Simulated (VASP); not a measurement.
# Ag in VASP: single point with PBE

Aim: the single point of Ag with PBE.

Everything below comes from runs of VASP 6.6.1. Logs are shortened: lines on timing, memory, paths and dates and some standing lists are left out, and cuts for length are marked.

## 1. The cell of the first run

The cell holds a sublattice, 1 atom: a = 6.261 Å, b = 6.261 Å, c = 6.261 Å, α = 60.00°, β = 60.00°, γ = 60.00°.

## 2. Single point, PBE

INCAR reads:

```
SYSTEM = Ag
PREC     = Accurate       ! precision mode
ENCUT    = 400            ! plane-wave cutoff, eV
EDIFF    = 1E-6           ! SCF threshold, eV
ISMEAR   = 0              ! smearing method
SIGMA    = 0.1            ! smearing width, eV
LREAL    = .FALSE.        ! projectors in reciprocal space
LASPH    = .TRUE.         ! aspherical terms in the spheres
NELM     = 120            ! most SCF steps
ALGO     = Normal         ! electronic algorithm
ISIF     = 2              ! what is computed and relaxed
LWAVE    = .FALSE.        ! write WAVECAR
LCHARG   = .FALSE.        ! write CHGCAR
GGA      = PE             ! functional
NBANDS   = 12             ! bands
GGA_COMPAT= .FALSE.
```

KPOINTS reads:

```
regular mesh
0
G
  6 6 6
  0 0 0
```

POSCAR reads:

```
Ag
1.0
    0.0000000000      4.4270335888      4.4270335888
    4.4270335888      0.0000000000      4.4270335888
    4.4270335888      4.4270335888      0.0000000000
Ag
1
Direct
    0.5000000000      0.5000000000      0.5000000000
```

Potentials or basis: VASP PAW PBE potentials, release 64 (Ag).

Started as:

```
$ cat potpaw_PBE.64/Ag/POTCAR > POTCAR
$ mpirun -np 1 vasp_std > vasp.out
```

OUTCAR:

```text
SYSTEM = Ag
   PREC = Accurate
   ENCUT = 400
   EDIFF = 1E-6
   ISMEAR = 0
   LREAL = .FALSE.
   LASPH = .TRUE.
   NELM = 120
   ISIF = 2
   GGA = PE

 ion  position               nearest neighbor table
   1  0.500  0.500  0.500-

  LATTYP: Found a face centered cubic cell.
 ALAT       =     8.8540671776

  Lattice vectors:

 A1 = (   0.0000000000,   4.4270335888,   4.4270335888)
 A2 = (   4.4270335888,   0.0000000000,   4.4270335888)
 A3 = (   4.4270335888,   4.4270335888,   0.0000000000)

Analysis of symmetry for initial positions (statically):
=====================================================================
 Subroutine PRICEL returns:
 Original cell was already a primitive cell.

 Routine SETGRP: Setting up the symmetry group for a
 face centered cubic supercell.

 Subroutine GETGRP returns: Found 48 space group operations
 (whereof 48 operations were pure point group operations)
 out of a pool of 48 trial point group operations.

The static configuration has the point symmetry O_h .

Analysis of symmetry for dynamics (positions and initial velocities):
=====================================================================
 Subroutine PRICEL returns:
 Original cell was already a primitive cell.

 Routine SETGRP: Setting up the symmetry group for a
 face centered cubic supercell.

 Subroutine GETGRP returns: Found 48 space group operations
 (whereof 48 operations were pure point group operations)
 out of a pool of 48 trial point group operations.

The dynamic configuration has the point symmetry O_h .

 Subroutine INISYM returns: Found 48 space group operations
 (whereof 48 operations are pure point group operations),
 and found     1 'primitive' translations

----------------------------------------------------------------------------------------

                                     Primitive cell

  volume of cell :     173.5276

  direct lattice vectors                    reciprocal lattice vectors
     0.000000000  4.427033589  4.427033589    -0.112942446  0.112942446  0.112942446
     4.427033589  0.000000000  4.427033589     0.112942446 -0.112942446  0.112942446
     4.427033589  4.427033589  0.000000000     0.112942446  0.112942446 -0.112942446

  length of vectors
     6.260770942  6.260770942  6.260770942     0.195622054  0.195622054  0.195622054

  position of ions in fractional coordinates (direct lattice)
     0.500000000  0.500000000  0.500000000

  ion indices of the primitive-cell ions
   primitive index   ion index
                 1           1

----------------------------------------------------------------------------------------

 KPOINTS: regular mesh

Automatic generation of k-mesh.
 Grid dimensions read from file:
 generate k-points for:    6    6    6

 Generating k-lattice:

  Cartesian coordinates                     Fractional coordinates (reciprocal lattice)
    -0.018823741  0.018823741  0.018823741     0.166666667  0.000000000  0.000000000
     0.018823741 -0.018823741  0.018823741     0.000000000  0.166666667  0.000000000
     0.018823741  0.018823741 -0.018823741     0.000000000  0.000000000  0.166666667

  Length of vectors
     0.032603676  0.032603676  0.032603676

  Shift w.r.t. Gamma in fractional coordinates (k-lattice)
     0.000000000  0.000000000  0.000000000

 Subroutine IBZKPT returns following result:
 ===========================================

 Found     16 irreducible k-points:

 Following reciprocal coordinates:
            Coordinates               Weight
  0.000000  0.000000  0.000000      1.000000
  0.166667  0.000000  0.000000      8.000000
  0.333333  0.000000  0.000000      8.000000
  0.500000  0.000000  0.000000      4.000000
  0.166667  0.166667  0.000000      6.000000
  0.333333  0.166667  0.000000     24.000000
[... 8 lines left out ...]
 -0.333333  0.333333  0.166667     24.000000
 -0.333333  0.500000  0.166667     12.000000
   k-points           NKPTS =     16   k-points in BZ     NKDIM =     16   number of bands    NBANDS=     12
   number of dos      NEDOS =    301   number of ions     NIONS =      1
   total plane-waves  NPLWV =  74088
   dimension x,y,z NGX =    42 NGY =   42 NGZ =   42
   dimension x,y,z NGXF=    84 NGYF=   84 NGZF=   84
   ions per type =               1
   NGX,Y,Z   is equivalent  to a cutoff of  11.15, 11.15, 11.15 a.u.
   NGXF,Y,Z  is equivalent  to a cutoff of  22.31, 22.31, 22.31 a.u.
 SYSTEM =  Ag
   PREC   = accura    normal or accurate (medium, high low for compatibility)
   ISTART =      0    job   : 0-new  1-cont  2-samecut
   ICHARG =      2    charge: 1-file 2-atom 10-const
   ISPIN  =      1    spin polarized calculation?
   LNONCOLLINEAR =      F non collinear calculations
   LSORBIT =      F    spin-orbit coupling
   LASPH  =      T    aspherical Exc in radial PAW
   ENCUT  =  400.0 eV  29.40 Ry    5.42 a.u.  10.21 10.21 10.21*2*pi/ulx,y,z
   NELM   =    120;   NELMIN=  2; NELMDL= -5     # of ELM steps
   EDIFF  = 0.1E-05   stopping-criterion for ELM
   LREAL  =      F    real-space projection
   EDIFFG = 0.1E-04   stopping-criterion for IOM
   NSW    =      0    number of steps for IOM
   IBRION =     -1    ionic relax: 0-MD 1-quasi-New 2-CG
   NFREE  =      0    steps in history (QN), initial steepest desc. (CG)
   ISIF   =      2    stress and relaxation
   ISYM   =      2    0-nonsym 1-usesym 2-fastsym
   POTIM  = 0.5000    time-step for ionic-motion
   TEBEG  =    0.0;   TEEND  =   0.0 temperature during run
   PSTRESS=    0.0 pullay stress
   NELECT =      11.0000    total number of electrons
   NUPDOWN=      -1.0000    fix difference up-down
   EMIN   =  10.00;   EMAX   =-10.00  energy-range for DOS
   EFERMI =   0.00;   METHOD = LEGACY
   ISMEAR =     0;   SIGMA  =   0.10  broadening in eV -4-tet -1-fermi 0-gaus
   EFERMI_NEDOS =   21; number of points for ismear=-14 and -15
   IALGO  =     38    algorithm
   IMIX   =      4    mixing-type and parameters
     AMIX     =   0.40;   BMIX     =  1.00
     AMIX_MAG =   1.60;   BMIX_MAG =  1.00
  volume/ion in A,a.u.               =     173.53      1171.02
  Fermi-wavevector in a.u.,A,eV,Ry     =   0.652754  1.233526  5.797277  0.426088
  Thomas-Fermi vector in A             =   1.722775
   LORBIT       =      0    0 simple, 1 ext, 2 COOP (PROOUT), +10 PAW based schemes
   GGA     = PE    functional components
   LHFCALC =     F    Hartree Fock is set to
   AEXX    =    0.0000 exact exchange contribution
   IVDW    =     0    specifies the selected vdW correction
   LEPSILON=     F    determine dielectric tensor
   LRPA    =     F    only Hartree local field effects (RPA)
 non-spin polarized calculation
 Gauss-broadening in eV      SIGMA  =   0.10
  energy-cutoff  :      400.00
  volume of cell :      173.53
 maximum number of plane-waves:      3173
 NGX is ok and might be reduce to    42
   NGX = 21   NGY = 21   NGZ = 21

 number of electron      11.0000005 magnetization

 Free energy of the ion-electron system (eV)
  ---------------------------------------------------
  ext. energy  EPLUGINS =         0.00000000
  ---------------------------------------------------
  free energy    TOTEN  =        -0.14659630 eV

  energy without entropy =       -0.11872381  energy(sigma->0) =       -0.13266006

 E-fermi :  -3.1134     XC(G=0):  -3.3465

 val. band max:       -3.1275341356   @ k =   0.5000   0.0000   0.0000
 cond. band min:      -3.1092069874   @ k =   0.5000   0.3333   0.1667
 fundamental gap:      0.0183271482
 Fermi energy:        -3.1134042433

 k-point     1 :       0.0000    0.0000    0.0000
  band No.  band energies     occupation
      1      -6.2108      2.00000
      2      -6.2108      2.00000
      3      -6.2108      2.00000
      4      -6.2068      2.00000
      5      -6.2068      2.00000
      6      -3.5751      2.00000
      7       1.9297      0.00000
      8       1.9297      0.00000
      9       1.9297      0.00000
     10       2.2762      0.00000
     11       4.5562      0.00000
     12       4.5562      0.00000

 k-point     2 :       0.1667    0.0000    0.0000
  band No.  band energies     occupation
      1      -6.2107      2.00000
      2      -6.2099      2.00000
      3      -6.2099      2.00000
      4      -6.2065      2.00000
      5      -6.2065      2.00000
      6      -3.4835      2.00000
      7       0.9561      0.00000
      8       1.8470      0.00000
      9       1.8470      0.00000
     10       2.9406      0.00000
     11       4.2302      0.00000
     12       4.6988      0.00000

 k-point     3 :       0.3333    0.0000    0.0000
  band No.  band energies     occupation
      1      -6.2103      2.00000
      2      -6.2101      2.00000
      3      -6.2101      2.00000
      4      -6.2042      2.00000
      5      -6.2042      2.00000
      6      -3.2645      1.96738
      7       0.0198      0.00000
      8       1.7101      0.00000
      9       1.7101      0.00000
     10       2.8857      0.00000
     11       4.4096      0.00000
     12       4.4096      0.00000
[... 166 lines left out ...]
 k-point    15 :      -0.3333    0.3333    0.1667
  band No.  band energies     occupation
      1      -6.2104      2.00000
      2      -6.2090      2.00000
      3      -6.2064      2.00000
      4      -6.2056      2.00000
      5      -6.2025      2.00000
      6      -3.0138      0.15900
      7      -0.0013      0.00000
      8       0.5180      0.00000
      9       1.0832      0.00000
     10       3.4522      0.00000
     11       3.9105      0.00000
     12       4.8538      0.00000

 k-point    16 :      -0.3333    0.5000    0.1667
  band No.  band energies     occupation
      1      -6.2118      2.00000
      2      -6.2105      2.00000
      3      -6.2050      2.00000
      4      -6.2044      2.00000
      5      -6.2015      2.00000
      6      -2.9731      0.04724
      7       0.0494      0.00000
      8       0.5883      0.00000
      9       0.7753      0.00000
     10       3.0809      0.00000
     11       3.7294      0.00000
     12       5.0597      0.00000

------------------------ aborting loop because EDIFF is reached ----------------------------------------

  FORCE on cell =-STRESS in cart. coord.  units (eV):
  Direction    XX          YY          ZZ          XY          YZ          ZX
  --------------------------------------------------------------------------------------
  -------------------------------------------------------------------------------------
  Total       -0.2892723     -0.2892723     -0.2892723      0.0000000      0.0000000      0.0000000
  in kB       -2.6708470     -2.6708470     -2.6708470      0.0000000      0.0000000      0.0000000
  external PRESSURE =      -2.6708470 kB  Pullay stress =       0.0000000 kB

 VOLUME and BASIS-vectors are now :
 -----------------------------------------------------------------------------
  energy-cutoff  :      400.00
  volume of cell :      173.53
      direct lattice vectors                 reciprocal lattice vectors
     0.000000000  4.427033589  4.427033589    -0.112942446  0.112942446  0.112942446
     4.427033589  0.000000000  4.427033589     0.112942446 -0.112942446  0.112942446
     4.427033589  4.427033589  0.000000000     0.112942446  0.112942446 -0.112942446

 POSITION                                       TOTAL-FORCE (eV/Angst)
 -----------------------------------------------------------------------------------
      4.42703      4.42703      4.42703        -0.000000      0.000000      0.000000
 -----------------------------------------------------------------------------------
    total drift:                               -0.000000     -0.000000      0.000000

  FREE ENERGIE OF THE ION-ELECTRON SYSTEM (eV)
  ---------------------------------------------------
  free  energy   TOTEN  =        -0.1465962982 eV

  energy  without entropy=       -0.1187238122  energy(sigma->0) =       -0.13266006
```

Wall time 37 s (1 thread of Intel Xeon 8259CL, shared host); peak memory 0.25 GiB.

Results:

| Property | Result |
| --- | --- |
| Free energy | -0.1466 eV |
| Pressure | -0.3 GPa |
